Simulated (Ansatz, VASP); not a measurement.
## Two plane-wave programs on ZnCu

```xyz
2
Lattice="1.4577 -2.0780 0.0000 1.4577 2.0780 0.0000 0.0000 0.0000 4.0562" Properties=species:S:1:pos:R:3 pbc="T T T"
Zn    1.4577    0.0000    2.0281
Cu    0.0000    0.0000    0.0000
```

Alike in both runs: task single point; functional PBE; k mesh 11 × 11 × 7; occupations fermi-dirac, width 0.05 eV; no spin polarisation.

```csv
,VASP,Ansatz
version,VASP 6.6.1,Ansatz 0.2.0
potentials or method,"VASP PAW PBE potentials, release 64 (Zn, Cu)",Ansatz PAW
plane-wave cutoff (eV),520,420
valence electrons in the cell,23,31
```

```tsv
	VASP	Ansatz	Ansatz less VASP
gap on the k mesh at the Fermi level (eV)	none	none	-
pressure (GPa)	8.9	8.3	-0.57
traceless stress, the component that is largest in VASP (GPa)	0.74	0.75	+0.007
```

A gap of «none» marks a metal or a gap that the smearing closes. With one functional, cell and mesh, what is left measures potentials, basis and numerics. VASP's potentials hold 23 valence electrons a cell and Ansatz's 31, so a difference there can come from the potentials and not from the codes.
